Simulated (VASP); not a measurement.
Crystal: Sc3Cu2.

```xyz
5
Lattice="4.5327 0.0000 0.0000 0.0000 4.5327 0.0000 0.0000 0.0000 4.5327" Properties=species:S:1:pos:R:3 pbc="T T T"
Sc    2.2663    0.0000    0.0000
Sc    0.0000    2.2663    0.0000
Sc    0.0000    0.0000    2.2663
Cu    2.2663    2.2663    2.2663
Cu    0.0000    0.0000    0.0000
```

| Property | Result |
| --- | --- |
| Program | VASP 6.6.1 |
| Task | relaxation of cell and atoms |
| Functional | PBE |
| Potentials or basis | VASP PAW PBE potentials, release 64 (Sc_sv, Cu) |
| Cutoff | 600 eV |
| k mesh | 4 × 4 × 4 |
| Occupations | gaussian, width 0.1 eV |
| Spin | no spin polarisation |

At the start: pressure 21.0 GPa; volume 18.62 Å³/atom.

Question: How do energy, volume and symmetry change on relaxing?

Answer: Over 3 steps the energy falls by 272.8 meV/atom and the volume is 23.61 Å³/atom (+26.8 %); space group Pm-3m (No. 221, to 0.05 Å).

The path:
| step | energy change (eV) | largest force (eV/Å) | pressure (GPa) | volume (Å³) |
| --- | --- | --- | --- | --- |
| 1 | 0.0000 | 0.0000 | 20.99 | 93.12 |
| 2 | -1.1932 | 0.0000 | -4.34 | 130.02 |
| 3 | -1.3640 | 0.0000 | 0.12 | 118.05 |

Final structure:
```
Sc Cu
1.0
     4.90555    0.00000    0.00000
     0.00000    4.90555    0.00000
     0.00000    0.00000    4.90555
Sc Cu
3 2
Direct
  0.50000 0.00000 0.00000
  0.00000 0.50000 0.00000
  0.00000 0.00000 0.50000
  0.50000 0.50000 0.50000
  0.00000 0.00000 0.00000
```

Caveat: the volume moved by over 15 % at a fixed basis, so the end points are rough.
